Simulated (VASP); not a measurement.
# Zr (P6_3/mmc) in VASP: a series of runs, part 2 of 2

VASP 6.6.1. The steps go on from the part before.

### 5 Single point, r2SCAN50

File POSCAR:

```
Zr
1.0
    3.2320000000      0.0000000000      0.0000000000
   -1.6160000000      2.7989941050      0.0000000000
    0.0000000000      0.0000000000      5.1470000000
Zr
2
Direct
    0.6666666667      0.3333333333      0.7500000000
    0.3333333333      0.6666666667      0.2500000000
```

File INCAR.step1:

```
SYSTEM = Zr
PREC = Accurate ; ENCUT = 520
EDIFF = 1E-5 ; ISMEAR = -1
SIGMA = 0.05 ; LREAL = .FALSE.
LASPH = .TRUE. ; NELM = 60
ALGO = Normal ; ISIF = 2
LWAVE = .TRUE. ; LCHARG = .FALSE.
NBANDS = 19 ; GGA = PE
```

File INCAR.step2:

```
SYSTEM = Zr
PREC = Accurate ; ENCUT = 520
EDIFF = 1E-6 ; ISMEAR = -1
SIGMA = 0.05 ; LREAL = .FALSE.
LASPH = .TRUE. ; NELM = 60
ALGO = Normal ; ISIF = 2
LWAVE = .FALSE. ; LCHARG = .FALSE.
METAGGA = R2SCAN ; LHFCALC = .TRUE.
AEXX = 0.5 ; LMIXTAU = .TRUE.
PRECFOCK = Normal ; NBANDS = 19
ISTART = 1
```

File KPOINTS:

```
regular mesh
0
G
  5 5 3
  0 0 0
```

Potentials or basis: VASP PAW PBE potentials, release 64 (Zr_sv).

Launch:

```bash
$ cat potpaw_PBE.64/Zr_sv/POTCAR > POTCAR
$ cp INCAR.step1 INCAR
$ mpirun -np 1 vasp_std > vasp.out
$ cp INCAR.step2 INCAR
$ mpirun -np 1 vasp_std > vasp.out
```

OUTCAR:

```text
SYSTEM = Zr
   PREC = Accurate
   ENCUT = 520
   EDIFF = 1E-6
   ISMEAR = -1
   LREAL = .FALSE.
   LASPH = .TRUE.
   NELM = 60
   ISIF = 2
   METAGGA = R2SCAN
   LHFCALC = .TRUE.
   AEXX = 0.5
   PRECFOCK = Normal
   ISTART = 1

 ion  position               nearest neighbor table
   1  0.667  0.333  0.750-   2 3.18   2 3.18   2 3.18   2 3.18   2 3.18   2 3.18
   2  0.333  0.667  0.250-   1 3.18   1 3.18   1 3.18   1 3.18   1 3.18   1 3.18

  LATTYP: Found a hexagonal cell.
 ALAT       =     3.2320000000
 C/A-ratio  =     1.5925123762

  Lattice vectors:

 A1 = (   3.2320000000,   0.0000000000,   0.0000000000)
 A2 = (  -1.6160000000,   2.7989941050,   0.0000000000)
 A3 = (   0.0000000000,   0.0000000000,   5.1470000000)

Analysis of symmetry for initial positions (statically):
=====================================================================
 Subroutine PRICEL returns:
 Original cell was already a primitive cell.

 Routine SETGRP: Setting up the symmetry group for a
 hexagonal supercell.

 Subroutine GETGRP returns: Found 24 space group operations
 (whereof 12 operations were pure point group operations)
 out of a pool of 24 trial point group operations.

The static configuration has the point symmetry D_3d.
 The point group associated with its full space group is D_6h.

Analysis of symmetry for dynamics (positions and initial velocities):
=====================================================================
 Subroutine PRICEL returns:
 Original cell was already a primitive cell.

 Routine SETGRP: Setting up the symmetry group for a
 hexagonal supercell.

 Subroutine GETGRP returns: Found 24 space group operations
 (whereof 12 operations were pure point group operations)
 out of a pool of 24 trial point group operations.

The dynamic configuration has the point symmetry D_3d.
 The point group associated with its full space group is D_6h.

 Subroutine INISYM returns: Found 24 space group operations
 (whereof 12 operations are pure point group operations),
 and found     1 'primitive' translations

----------------------------------------------------------------------------------------

                                     Primitive cell

  volume of cell :      46.5616

  direct lattice vectors                    reciprocal lattice vectors
     3.232000000  0.000000000  0.000000000     0.309405941  0.178635603  0.000000000
    -1.616000000  2.798994105  0.000000000     0.000000000  0.357271206  0.000000000
     0.000000000  0.000000000  5.147000000     0.000000000  0.000000000  0.194287935

  length of vectors
     3.232000000  3.232000000  5.147000000     0.357271206  0.357271206  0.194287935

  position of ions in fractional coordinates (direct lattice)
     0.666666667  0.333333333  0.750000000
     0.333333333  0.666666667  0.250000000

  ion indices of the primitive-cell ions
   primitive index   ion index
[... 24 lines left out ...]
 Subroutine IBZKPT returns following result:
 ===========================================

 Found     10 irreducible k-points:

 Following reciprocal coordinates:
            Coordinates               Weight
  0.000000  0.000000  0.000000      1.000000
  0.200000  0.000000  0.000000      6.000000
  0.400000  0.000000  0.000000      6.000000
  0.200000  0.200000  0.000000      6.000000
  0.400000  0.200000  0.000000      6.000000
  0.000000  0.000000  0.333333      2.000000
  0.200000  0.000000  0.333333     12.000000
  0.400000  0.000000  0.333333     12.000000
  0.200000  0.200000  0.333333     12.000000
  0.400000  0.200000  0.333333     12.000000
   k-points           NKPTS =     10   k-points in BZ     NKDIM =     75   number of bands    NBANDS=     19
   number of dos      NEDOS =    301   number of ions     NIONS =      2
   total plane-waves  NPLWV =  23040
   dimension x,y,z NGX =    24 NGY =   24 NGZ =   40
   dimension x,y,z NGXF=    48 NGYF=   48 NGZF=   80
   ions per type =               2
   NGX,Y,Z   is equivalent  to a cutoff of  12.34, 12.34, 12.92 a.u.
   NGXF,Y,Z  is equivalent  to a cutoff of  24.69, 24.69, 25.84 a.u.
 SYSTEM =  Zr
   PREC   = accura    normal or accurate (medium, high low for compatibility)
   ISTART =      1    job   : 0-new  1-cont  2-samecut
   ICHARG =      0    charge: 1-file 2-atom 10-const
   ISPIN  =      1    spin polarized calculation?
   LNONCOLLINEAR =      F non collinear calculations
   LSORBIT =      F    spin-orbit coupling
   LASPH  =      T    aspherical Exc in radial PAW
   ENCUT  =  520.0 eV  38.22 Ry    6.18 a.u.   6.01  6.01  9.57*2*pi/ulx,y,z
   NELM   =     60;   NELMIN=  2; NELMDL=  0     # of ELM steps
   EDIFF  = 0.1E-05   stopping-criterion for ELM
   LREAL  =      F    real-space projection
   EDIFFG = 0.1E-04   stopping-criterion for IOM
   NSW    =      0    number of steps for IOM
   IBRION =     -1    ionic relax: 0-MD 1-quasi-New 2-CG
   NFREE  =      0    steps in history (QN), initial steepest desc. (CG)
   ISIF   =      2    stress and relaxation
   ISYM   =      3    0-nonsym 1-usesym 2-fastsym
   POTIM  = 0.5000    time-step for ionic-motion
   TEBEG  =    0.0;   TEEND  =   0.0 temperature during run
   PSTRESS=    0.0 pullay stress
   NELECT =      24.0000    total number of electrons
   NUPDOWN=      -1.0000    fix difference up-down
   EMIN   =  10.00;   EMAX   =-10.00  energy-range for DOS
   EFERMI =   0.00;   METHOD = LEGACY
   ISMEAR =    -1;   SIGMA  =   0.05  broadening in eV -4-tet -1-fermi 0-gaus
   EFERMI_NEDOS =   21; number of points for ismear=-14 and -15
   IALGO  =     38    algorithm
   IMIX   =      1    mixing-type and parameters
     AMIX     =   0.40;   BMIX     =  1.00
     AMIX_MAG =   1.60;   BMIX_MAG =  1.00
  volume/ion in A,a.u.               =      23.28       157.11
  Fermi-wavevector in a.u.,A,eV,Ry     =   1.312611  2.480475 23.442130  1.722948
  Thomas-Fermi vector in A             =   2.442991
   LORBIT       =      0    0 simple, 1 ext, 2 COOP (PROOUT), +10 PAW based schemes
   METAGGA = R2SCAN    functional components
   LHFCALC =     T    Hartree Fock is set to
   PRECFOCK=normal    Normal, Fast or Accurate (Low or Medium for compatibility)
   ENCUT4O =  -1.0   cutoff for four orbital integrals eV
   NKREDX  =     1    reduce k-point grid by
   NKREDY  =     1    reduce k-point grid by
   NKREDZ  =     1    reduce k-point grid by
   AEXX    =    0.5000 exact exchange contribution
   HFSCREEN=    0.0000 screening length (either q_TF or 0.3 A-1)
   HFSCREENC=   0.0000 screening length for correlation (either q_TF or 0.3 A-1)
   ENCUTFOCK=  -1.0 apply spherical cutoff to Coloumb kernel
   IVDW    =     0    specifies the selected vdW correction
   LEPSILON=     F    determine dielectric tensor
   LRPA    =     F    only Hartree local field effects (RPA)
 non-spin polarized calculation
  energy-cutoff  :      520.00
  volume of cell :       46.56
 maximum number of plane-waves:      1263
  NGX = 20; NGY = 20; NGZ = 30

 number of electron      24.0000000 magnetization

 Free energy of the ion-electron system (eV)
  ---------------------------------------------------
  ext. energy  EPLUGINS =         0.00000000
  ---------------------------------------------------
  free energy    TOTEN  =       -41.29251771 eV

  energy without entropy =      -41.28141715  energy(sigma->0) =      -41.28696743

 E-fermi :   9.2465     XC(G=0):  -6.5848

 val. band max:        8.3071760861   @ k =   0.2000   0.0000   0.3333
 cond. band min:       9.2465379629   @ k =   0.4000   0.2000   0.3333
 fundamental gap:      0.9393618767
 Fermi energy:         9.2465233678

 k-point     1 :       0.0000    0.0000    0.0000
  band No.  band energies     occupation
      1     -48.5802      2.00000
      2     -48.3844      2.00000
      3     -24.1915      2.00000
      4     -23.0548      2.00000
      5     -23.0548      2.00000
      6     -22.9298      2.00000
[... 197 lines left out ...]
      6     -23.3310      2.00000
[... 11 lines left out ...]
     18      16.4762      0.00000
     19      18.0722      0.00000

------------------------ aborting loop because EDIFF is reached ----------------------------------------

  FORCE on cell =-STRESS in cart. coord.  units (eV):
  Direction    XX          YY          ZZ          XY          YZ          ZX
  --------------------------------------------------------------------------------------
  -------------------------------------------------------------------------------------
  Total        0.9960088      0.9960088     -1.0767040     -0.0000000      0.0000000      0.0000000
  in kB       34.2725359     34.2725359    -37.0492494     -0.0000000      0.0000000      0.0000000
  external PRESSURE =      10.4986075 kB  Pullay stress =       0.0000000 kB

 VOLUME and BASIS-vectors are now :
 -----------------------------------------------------------------------------
  energy-cutoff  :      520.00
  volume of cell :       46.56
      direct lattice vectors                 reciprocal lattice vectors
     3.232000000  0.000000000  0.000000000     0.309405941  0.178635603  0.000000000
    -1.616000000  2.798994105  0.000000000     0.000000000  0.357271206  0.000000000
     0.000000000  0.000000000  5.147000000     0.000000000  0.000000000  0.194287935

 POSITION                                       TOTAL-FORCE (eV/Angst)
 -----------------------------------------------------------------------------------
      1.61600      0.93300      3.86025        -0.000000     -0.000000     -0.000000
     -0.00000      1.86600      1.28675         0.000000      0.000000      0.000000
 -----------------------------------------------------------------------------------
    total drift:                               -0.000000     -0.000000     -0.000000

  FREE ENERGIE OF THE ION-ELECTRON SYSTEM (eV)
  ---------------------------------------------------
  free  energy   TOTEN  =       -41.2925177065 eV

  energy  without entropy=      -41.2814171507  energy(sigma->0) =      -41.28696743
```

It took 36 min on 1 thread of AMD EPYC 7R43 (Zen 3), shared host; peak memory 0.14 GiB.

Results:

- Free energy: -41.2925 eV
- Pressure: 1.0 GPa
- Band gap on the k mesh: zero (band 12 reaches 11.32 eV, above the bottom of band 13 at 9.25 eV)

Caveat: the k points lie up to 0.45 Å⁻¹ apart; the PAW data sets were made with another functional, which shifts forces and pressure a little.

### 6 Single point, HF

POSCAR is that of step 5.

File INCAR.step1:

```
SYSTEM = Zr
PREC = Accurate
ENCUT = 520
EDIFF = 1E-5
ISMEAR = -1
SIGMA = 0.05
LREAL = .False.
LASPH = .True.
NELM = 60
ALGO = Normal
ISIF = 2
LWAVE = .True.
LCHARG = .False.
GGA = PE
NBANDS = 19
```

File INCAR.step2:

```
SYSTEM = Zr
PREC = Accurate
ENCUT = 520
EDIFF = 1E-6
ISMEAR = -1
SIGMA = 0.05
LREAL = .False.
LASPH = .True.
NELM = 60
ALGO = Normal
ISIF = 2
LWAVE = .False.
LCHARG = .False.
GGA = PE
LHFCALC = .True.
AEXX = 1.0
ALDAC = 0.0
AGGAC = 0.0
PRECFOCK = Normal
ISTART = 1
NBANDS = 19
```

File KPOINTS:

```
regular mesh
0
Gamma
  5 5 3
  0 0 0
```

Potentials or basis: VASP PAW PBE potentials, release 64 (Zr_sv).

Launch:

```bash
$ cat potpaw_PBE.64/Zr_sv/POTCAR > POTCAR
$ cp INCAR.step1 INCAR
$ mpirun -np 1 vasp_std > vasp.out
$ cp INCAR.step2 INCAR
$ mpirun -np 1 vasp_std > vasp.out
```

Run time: 35 min. Hardware: 1 thread of AMD EPYC 7R43 (Zen 3), shared host; peak memory 0.13 GiB.

It converged, with:

```
Free energy            : -32.6794 eV
Pressure               : 14.4 GPa
Band gap on the k mesh : zero (band 12 reaches 14.35 eV, above the bottom of band 13 at 12.28 eV)
```

Stress tensor (GPa, compression positive):
```
16.55  0.00  0.00
 0.00 16.55  0.00
 0.00  0.00 10.17
```

Levels at points of the mesh, in eV from the Fermi level:
```csv
k point,band 9,band 10,band 11,band 12,band 13,band 14,band 15,band 16
"(0.00, 0.00, 0.00)",-13.63,-8.29,-3.83,2.13,2.13,3.52,3.79,3.79
```

Caveat: the k points lie up to 0.45 Å⁻¹ apart; the PAW data sets were made with another functional, which shifts forces and pressure a little.

### 7 Overview

| task | level | spin | cell | k mesh | cutoff (eV) | grid for exact exchange (PRECFOCK) | gap on the mesh (eV) | pressure (GPa) |
| --- | --- | --- | --- | --- | --- | --- | --- | --- |
| relaxation of cell and atoms | BLYP+D4 | off | relaxed from a = 3.232, b = 3.232, c = 5.147 Å, angles 90.0, 90.0, 120.0°, 2 atoms | 9 × 9 × 5 | 600 | - | none | -0.1 |
| single point | PBEsol | non-collinear, zero start, SOC | a = 3.295, b = 3.295, c = 5.248 Å, angles 90.0, 90.0, 120.0°, 2 atoms | 9 × 9 × 5 | 500 | - | - | -7.9 |
| single point | B3LYP | off | a = 3.300, b = 3.300, c = 5.081 Å, angles 90.0, 90.0, 120.0°, 2 atoms | 5 × 5 × 3 | 520 | Normal | none | 0.0 |
| single point | r2SCAN50 | off | a = 3.232, b = 3.232, c = 5.147 Å, angles 90.0, 90.0, 120.0°, 2 atoms | 5 × 5 × 3 | 520 | Normal | none | 1.0 |
| single point | HF | off | a = 3.232, b = 3.232, c = 5.147 Å, angles 90.0, 90.0, 120.0°, 2 atoms | 5 × 5 × 3 | 520 | Normal | none | 14.4 |

Alike in all rows: potentials or basis VASP PAW PBE potentials, release 64 (Zr_sv); smearing fermi-dirac 0.05 eV.

Caveats: some runs use coarse meshes; the PAW data sets were made with another functional, which shifts forces and pressure a little; pairwise dispersion overbinds metals, which lowers pressure and volume (some runs).

Total energies depend on the potentials used, so only differences within one code and one set of settings carry meaning.
